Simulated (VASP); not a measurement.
Crystal: TaPbO4.

```xyz
6
Lattice="0.0000 3.5387 3.5387 3.5387 0.0000 3.5387 3.5387 3.5387 0.0000" Properties=species:S:1:pos:R:3 pbc="T T T"
Ta    5.3081    5.3081    5.3081
Pb    0.0000    0.0000    0.0000
O     2.6547    4.4227    4.4227
O     2.6547    2.6547    2.6547
O     4.4227    2.6547    4.4227
O     4.4227    4.4227    2.6547
```

| Item | Value |
| --- | --- |
| Program | VASP 6.6.1 |
| Task | relaxation of cell and atoms |
| Functional | PBE |
| Potentials or basis | VASP PAW PBE potentials, release 64 (Ta_pv, Pb_d, O) |
| Cutoff | 600 eV |
| k mesh | 4 × 4 × 4 |
| Occupations | gaussian, width 0.1 eV |
| Spin | collinear spin, ferromagnetic start |
| Starting moments | [1.0, 0.0, 0.0, 0.0, 0.0, 0.0] μB |

At the start: pressure -20.2 GPa; volume 14.77 Å³/atom.

Task: How do energy, volume and symmetry change on relaxing?

Result: Over 7 steps the energy falls by 248.7 meV/atom and the volume is 11.65 Å³/atom (-21.2 %); space group F-43m (No. 216, to 0.05 Å); moment 0.00 μB per cell.

Step by step:
```
step  energy change (eV)  largest force (eV/Å)  pressure (GPa)  volume (Å³)
   1              0.0000                0.2556          -20.25        88.63
   2             -1.4107                0.1701            7.99        66.78
   3             -1.4867                0.2034            0.14        69.96
   4             -1.4861                0.2063           -0.59        70.31
   5             -1.4912                0.0668           -0.57        70.31
   6             -1.4918                0.0000           -0.55        70.31
   7             -1.4920                0.0026            0.37        69.88
```

Final structure:
```
Ta Pb O
1.0
     0.00000    3.26914    3.26914
     3.26914    0.00000    3.26914
     3.26914    3.26914    0.00000
Ta Pb O
1 1 4
Cartesian
  4.9037 4.9037 4.9037
  0.0000 0.0000 0.0000
  2.4657 4.0726 4.0726
  2.4657 2.4657 2.4657
  4.0726 2.4657 4.0726
  4.0726 4.0726 2.4657
```

Caveat: the k points lie up to 0.42 Å⁻¹ apart in the final cell; the volume moved by over 15 % at a fixed basis, so the end points are rough.
